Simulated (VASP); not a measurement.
# Sn2TeS3 (P-3m1) in VASP: relaxation of cell and atoms with PBE

Aim: the relaxation of cell and atoms of Sn2TeS3 with PBE.

Everything below comes from runs of VASP 6.6.1. Logs are shortened: lines on timing, memory, paths and dates and some standing lists are left out, and cuts for length are marked.

### 1 The cell of the first run

It takes space group P-3m1 (No. 164, trigonal). Conventional cell: a = 4.176 Å, b = 4.176 Å, c = 9.973 Å, α = 90.00°, β = 90.00°, γ = 120.00°. Sn (site symmetry 3m) has 6 S at 2.82 to 2.98 Å within 3.7 Å. Within 4.2 Å of Te (site symmetry -3m) lie 6 S at 2.99 Å and 6 Sn at 4.03 Å and 6 Te at 4.18 Å. Within 4.2 Å of S (site symmetry -3m) lie 6 Sn at 2.98 Å and 12 S at 4.01 to 4.18 Å. S (site symmetry 3m) has 3 Sn at 2.82 Å and 3 Te at 2.99 Å within 3.7 Å.

The cell was built from a structure type or drawn by symmetry, and may not be a known phase.

### 2 Relaxation of cell and atoms, PBE

INCAR

```
  PREC = Accurate
  ENCUT = 600
  EDIFF = 1E-6
  ISMEAR = 0
  SIGMA = 0.1
  LREAL = F
  LASPH = T
  NELM = 60
  ALGO = Normal
  ISIF = 3
  LWAVE = F
  LCHARG = F
  GGA = PE
  IBRION = 2
  NSW = 100
  EDIFFG = -0.01
```

KPOINTS

```
Automatic mesh
0
Gamma
  12 12 4
```

POSCAR

```
Sn2TeS3
1.0
    4.1757836900      0.0000000000      0.0000000000
   -2.0878918500      3.6163347600      0.0000000000
    0.0000000000      0.0000000000      9.9732230100
Sn Te S
2 1 3
Direct
    0.3333333300      0.6666666700      0.6755830000
    0.6666666700      0.3333333300      0.3244170000
    0.0000000000      0.0000000000      0.0000000000
    0.0000000000      0.0000000000      0.5000000000
    0.3333333300      0.6666666700      0.1780850000
    0.6666666700      0.3333333300      0.8219150000
```

Potentials or basis: VASP PAW PBE potentials, release 64 (Sn_d, Te, S).

On the command line:

```console
$ cat potpaw_PBE.64/Sn_d/POTCAR potpaw_PBE.64/Te/POTCAR potpaw_PBE.64/S/POTCAR > POTCAR
$ mpirun -np 1 vasp_std > vasp.out
```

OUTCAR:

```text
PREC = Accurate
   ENCUT = 600
   EDIFF = 1E-6
   ISMEAR = 0
   LREAL = F
   LASPH = T
   NELM = 60
   ISIF = 3
   GGA = PE
   IBRION = 2
   NSW = 100
   EDIFFG = -0.01

 ion  position               nearest neighbor table
   1  0.333  0.667  0.676-   6 2.82   6 2.82   6 2.82   4 2.98   4 2.98   4 2.98
   2  0.667  0.333  0.324-   5 2.82   5 2.82   5 2.82   4 2.98   4 2.98   4 2.98
   3  0.000  0.000  0.000-   5 2.99   6 2.99   6 2.99   5 2.99   6 2.99   5 2.99
   4  0.000  0.000  0.500-   1 2.98   2 2.98   2 2.98   1 2.98   2 2.98   1 2.98
   5  0.333  0.667  0.178-   2 2.82   2 2.82   2 2.82   3 2.99   3 2.99   3 2.99
   6  0.667  0.333  0.822-   1 2.82   1 2.82   1 2.82   3 2.99   3 2.99   3 2.99

  LATTYP: Found a hexagonal cell.
 ALAT       =     4.1757836900
 C/A-ratio  =     2.3883476134

  Lattice vectors:

 A1 = (   4.1757836900,   0.0000000000,   0.0000000000)
 A2 = (  -2.0878918500,   3.6163347600,   0.0000000000)
 A3 = (   0.0000000000,   0.0000000000,   9.9732230100)

Analysis of symmetry for initial positions (statically):
=====================================================================
 Subroutine PRICEL returns:
 Original cell was already a primitive cell.

 Routine SETGRP: Setting up the symmetry group for a
 hexagonal supercell.

 Subroutine GETGRP returns: Found 12 space group operations
 (whereof 12 operations were pure point group operations)
 out of a pool of 24 trial point group operations.

The static configuration has the point symmetry D_3d.

Analysis of symmetry for dynamics (positions and initial velocities):
=====================================================================
 Subroutine PRICEL returns:
 Original cell was already a primitive cell.

 Routine SETGRP: Setting up the symmetry group for a
 hexagonal supercell.

 Subroutine GETGRP returns: Found 12 space group operations
 (whereof 12 operations were pure point group operations)
 out of a pool of 24 trial point group operations.

The dynamic configuration has the point symmetry D_3d.

 Subroutine INISYM returns: Found 12 space group operations
 (whereof 12 operations are pure point group operations),
 and found     1 'primitive' translations

----------------------------------------------------------------------------------------

                                     Primitive cell

  volume of cell :     150.6060

  direct lattice vectors                    reciprocal lattice vectors
     4.175783690  0.000000000  0.000000000     0.239476006  0.138261537  0.000000000
    -2.087891850  3.616334760  0.000000000     0.000000000  0.276523073  0.000000000
     0.000000000  0.000000000  9.973223010     0.000000000  0.000000000  0.100268489

  length of vectors
     4.175783690  4.175783696  9.973223010     0.276523073  0.276523073  0.100268489

  position of ions in fractional coordinates (direct lattice)
     0.333333330  0.666666670  0.675583000
     0.666666670  0.333333330  0.324417000
     0.000000000  0.000000000  0.000000000
     0.000000000  0.000000000  0.500000000
     0.333333330  0.666666670  0.178085000
     0.666666670  0.333333330  0.821915000

  ion indices of the primitive-cell ions
   primitive index   ion index
                 1           1
                 2           2
                 3           3
                 4           4
                 5           5
                 6           6

----------------------------------------------------------------------------------------

 KPOINTS: Automatic mesh

Automatic generation of k-mesh.
 Grid dimensions read from file:
 generate k-points for:   12   12    4

 Generating k-lattice:

  Cartesian coordinates                     Fractional coordinates (reciprocal lattice)
     0.019956334  0.011521795  0.000000000     0.083333333  0.000000000  0.000000000
     0.000000000  0.023043589  0.000000000     0.000000000  0.083333333  0.000000000
     0.000000000  0.000000000  0.025067122     0.000000000  0.000000000  0.250000000

  Length of vectors
     0.023043589  0.023043589  0.025067122

  Shift w.r.t. Gamma in fractional coordinates (k-lattice)
     0.000000000  0.000000000  0.000000000

 Subroutine IBZKPT returns following result:
 ===========================================

 Found     69 irreducible k-points:

 Following reciprocal coordinates:
            Coordinates               Weight
  0.000000  0.000000  0.000000      1.000000
  0.083333  0.000000  0.000000      6.000000
  0.166667 -0.000000  0.000000      6.000000
  0.250000 -0.000000  0.000000      6.000000
  0.333333 -0.000000  0.000000      6.000000
  0.416667 -0.000000  0.000000      6.000000
[... 16 lines left out ...]
  0.166667 -0.000000  0.250000      6.000000
  0.000000  0.166667  0.250000      6.000000
 [... further k-points ...]
   k-points           NKPTS =     69   k-points in BZ     NKDIM =     69   number of bands    NBANDS=     31
   number of dos      NEDOS =    301   number of ions     NIONS =      6
   total plane-waves  NPLWV = 103680
   dimension x,y,z NGX =    36 NGY =   36 NGZ =   80
   dimension x,y,z NGXF=    72 NGYF=   72 NGZF=  160
   ions per type =               2   1   3
   NGX,Y,Z   is equivalent  to a cutoff of  14.33, 14.33, 13.34 a.u.
   NGXF,Y,Z  is equivalent  to a cutoff of  28.66, 28.66, 26.67 a.u.
 SYSTEM =  unknown system
   PREC   = accura    normal or accurate (medium, high low for compatibility)
   ISTART =      0    job   : 0-new  1-cont  2-samecut
   ICHARG =      2    charge: 1-file 2-atom 10-const
   ISPIN  =      1    spin polarized calculation?
   LNONCOLLINEAR =      F non collinear calculations
   LSORBIT =      F    spin-orbit coupling
   LASPH  =      T    aspherical Exc in radial PAW
   ENCUT  =  600.0 eV  44.10 Ry    6.64 a.u.   8.34  8.34 19.92*2*pi/ulx,y,z
   NELM   =     60;   NELMIN=  2; NELMDL= -5     # of ELM steps
   EDIFF  = 0.1E-05   stopping-criterion for ELM
   LREAL  =      F    real-space projection
   EDIFFG = -.1E-01   stopping-criterion for IOM
   NSW    =    100    number of steps for IOM
   IBRION =      2    ionic relax: 0-MD 1-quasi-New 2-CG
   NFREE  =      1    steps in history (QN), initial steepest desc. (CG)
   ISIF   =      3    stress and relaxation
   ISYM   =      2    0-nonsym 1-usesym 2-fastsym
   POTIM  = 0.5000    time-step for ionic-motion
   TEBEG  =    0.0;   TEEND  =   0.0 temperature during run
   PSTRESS=    0.0 pullay stress
   NELECT =      52.0000    total number of electrons
   NUPDOWN=      -1.0000    fix difference up-down
   EMIN   =  10.00;   EMAX   =-10.00  energy-range for DOS
   EFERMI =   0.00;   METHOD = LEGACY
   ISMEAR =     0;   SIGMA  =   0.10  broadening in eV -4-tet -1-fermi 0-gaus
   EFERMI_NEDOS =   21; number of points for ismear=-14 and -15
   IALGO  =     38    algorithm
   IMIX   =      4    mixing-type and parameters
     AMIX     =   0.40;   BMIX     =  1.00
     AMIX_MAG =   1.60;   BMIX_MAG =  1.00
  volume/ion in A,a.u.               =      25.10       169.39
  Fermi-wavevector in a.u.,A,eV,Ry     =   1.148494  2.170338 17.946594  1.319037
  Thomas-Fermi vector in A             =   2.285168
   LORBIT       =      0    0 simple, 1 ext, 2 COOP (PROOUT), +10 PAW based schemes
   GGA     = PE    functional components
   LHFCALC =     F    Hartree Fock is set to
   AEXX    =    0.0000 exact exchange contribution
   IVDW    =     0    specifies the selected vdW correction
   LEPSILON=     F    determine dielectric tensor
   LRPA    =     F    only Hartree local field effects (RPA)
 conjugate gradient relaxation of ions
 non-spin polarized calculation
 Gauss-broadening in eV      SIGMA  =   0.10
  energy-cutoff  :      600.00
  volume of cell :      150.61
 maximum number of plane-waves:      5069
 NGX is ok and might be reduce to    36
   NGX = 17   NGY = 17   NGZ = 39

--------------------------------------- Ionic step        1  -------------------------------------------

 number of electron      51.9999989 magnetization

 Free energy of the ion-electron system (eV)
  ---------------------------------------------------
  ext. energy  EPLUGINS =         0.00000000
  ---------------------------------------------------
  free energy    TOTEN  =       -23.58246628 eV

  energy without entropy =      -23.55821460  energy(sigma->0) =      -23.57034044

------------------------ aborting loop because EDIFF is reached ----------------------------------------

  FORCE on cell =-STRESS in cart. coord.  units (eV):
  Direction    XX          YY          ZZ          XY          YZ          ZX
  --------------------------------------------------------------------------------------
  -------------------------------------------------------------------------------------
  Total       -0.7740909     -0.7740909     -1.9549255      0.0000000     -0.0000000      0.0000000
  in kB       -8.2349392     -8.2349392    -20.7969024      0.0000000     -0.0000000      0.0000000
  external PRESSURE =     -12.4222603 kB  Pullay stress =       0.0000000 kB
[... 101 lines left out ...]
  FREE ENERGIE OF THE ION-ELECTRON SYSTEM (eV)
  ---------------------------------------------------
  free  energy   TOTEN  =       -23.6226742607 eV

  energy  without entropy=      -23.6023432836  energy(sigma->0) =      -23.61250877

[... ionic steps 4 to 13 ...]

--------------------------------------- Ionic step       14  -------------------------------------------

 number of electron      51.9999999 magnetization

------------------------ aborting loop because EDIFF is reached ----------------------------------------
[... 75 lines left out ...]
--------------------------------------- Ionic step       16  -------------------------------------------

 number of electron      51.9999998 magnetization

 Free energy of the ion-electron system (eV)
  ---------------------------------------------------
  ext. energy  EPLUGINS =         0.00000000
  ---------------------------------------------------
  free energy    TOTEN  =       -23.76213682 eV

  energy without entropy =      -23.74666943  energy(sigma->0) =      -23.75440313

 E-fermi :   6.9138     XC(G=0):  -9.9070

 val. band max:        6.9066675375   @ k =   0.2500  -0.0000   0.2500
 cond. band min:       6.9149351054   @ k =   0.0000   0.3333   0.2500
 fundamental gap:      0.0082675679
 Fermi energy:         6.9137896508

 k-point     1 :       0.0000    0.0000    0.0000
  band No.  band energies     occupation
      1     -14.9073      2.00000
      2     -14.9058      2.00000
      3     -14.9037      2.00000
      4     -14.9037      2.00000
      5     -14.8996      2.00000
      6     -14.8996      2.00000
[... 805 lines left out ...]
     30       8.5571      0.00000
     31       8.8977      0.00000

 [... further k-points ...]

------------------------ aborting loop because EDIFF is reached ----------------------------------------

  FORCE on cell =-STRESS in cart. coord.  units (eV):
  Direction    XX          YY          ZZ          XY          YZ          ZX
  --------------------------------------------------------------------------------------
  -------------------------------------------------------------------------------------
  Total        0.0059164      0.0059164      0.0413898     -0.0000000     -0.0000000      0.0000000
  in kB        0.0653581      0.0653581      0.4572284     -0.0000000     -0.0000000      0.0000000
  external PRESSURE =       0.1959816 kB  Pullay stress =       0.0000000 kB
[... 21 lines left out ...]
  FREE ENERGIE OF THE ION-ELECTRON SYSTEM (eV)
  ---------------------------------------------------
  free  energy   TOTEN  =       -23.7621368204 eV

  energy  without entropy=      -23.7466694338  energy(sigma->0) =      -23.75440313

 reached required accuracy - stopping structural energy minimisation
```

It took 38 min on 1 thread of AMD EPYC 9R45 (Zen 5), shared host; peak memory 0.58 GiB.

What came out:

```
Free energy                           : -23.7621 eV
Relaxed volume                        : 24.17 Å³/atom
Relaxed cell                          : a = 4.327 Å, b = 4.327 Å, c = 8.946 Å, α = 90.00°, β = 90.00°, γ = 120.00°
Space group after relaxing (to 0.1 Å) : P-3m1 (No. 164)
Energy gained by relaxing             : 29.9 meV/atom
Ionic steps                           : 16
Pressure after relaxing               : 0.0 GPa
Largest force after relaxing          : 0.009 eV/Å
Band gap on the k mesh                : zero (bands 26 and 27 overlap by 1.72 eV)
```

Forces in eV/Å, atoms in the order of the input:
```
Sn   0.000  0.000 -0.009
Sn   0.000  0.000  0.009
Te   0.000  0.000  0.000
S    0.000  0.000  0.000
S    0.000  0.000  0.005
S    0.000  0.000 -0.005
```

Step by step:
```
step  energy change (eV)  largest force (eV/Å)  pressure (GPa)  volume (Å³)
   1              0.0000                0.3435           -1.24       150.61
   2             -0.0369                0.2514            0.18       146.40
   3             -0.0402                0.2101            0.85       144.68
   4             -0.0743                0.1937            0.72       144.80
   5             -0.1259                0.3552            0.34       144.94
   6             -0.1485                0.2685           -0.56       146.88
   7             -0.1507                0.2337           -0.95       147.73
   8             -0.1674                0.1585           -0.52       146.19
   9             -0.1749                0.0710            0.04       144.35
  10             -0.1749                0.0649            0.10       144.23
  11             -0.1767                0.0505            0.05       144.46
  12             -0.1793                0.0147           -0.09       145.17
  13             -0.1794                0.0157           -0.12       145.30
  14             -0.1794                0.0161            0.16       144.67
  15             -0.1796                0.0156            0.03       144.96
  16             -0.1797                0.0093            0.02       145.03
```

Final structure:
```
Sn Te S
1.0
     4.32679    0.00000    0.00000
    -2.16340    3.74711    0.00000
     0.00000    0.00000    8.94556
Sn Te S
2 1 3
Direct
  0.33333 0.66667 0.67385
  0.66667 0.33333 0.32615
  0.00000 0.00000 0.00000
  0.00000 0.00000 0.50000
  0.33333 0.66667 0.16030
  0.66667 0.33333 0.83970
```

Caveat: spin-orbit coupling is left out, which moves the levels of the heavy elements.
